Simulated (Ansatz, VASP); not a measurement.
# One calculation of BaCaBr4, two programs

```
CELL_PARAMETERS angstrom
0.00000 4.67430 4.67430
4.67430 0.00000 4.67430
4.67430 4.67430 0.00000
ATOMIC_POSITIONS crystal
Ba 0.00000 0.00000 0.00000
Ca 0.25000 0.25000 0.25000
Br 0.62461 0.62461 0.12616
Br 0.62461 0.12616 0.62461
Br 0.12616 0.62461 0.62461
Br 0.62461 0.62461 0.62461
```

Change from the starting cell: species swapped into the GdInCu4 type (F-43m, No. 216).

Alike in both runs: functional PBE; k mesh 8 × 8 × 8; occupations gaussian, width 0.1 eV; no spin polarisation.

Ansatz relaxed the structure, and its values are those at the end. VASP's run is a single point on that final structure, the one shown.

|  | VASP | Ansatz |
| --- | --- | --- |
| version | VASP 6.6.1 | Ansatz 0.2.0 |
| potentials or method | VASP PAW PBE potentials, release 64 (Ba_sv, Ca_sv, Br), cutoff 520 eV | scalar-relativistic, plane waves, PAW |
| valence electrons in the cell | 48 | 48 |

Ansatz gave:

```
gap on the k mesh at the Fermi level (eV) : none
pressure (GPa)                            : 0.0
```

Problem. Estimate VASP's values.

Solution. gap on the k mesh at the Fermi level (eV): none; pressure (GPa): 0.1.

A gap of «none» marks a metal or a gap that the smearing closes. The functional is the same, so the differences come from potentials, cutoffs and numerics.

Neither program's run includes spin-orbit coupling.
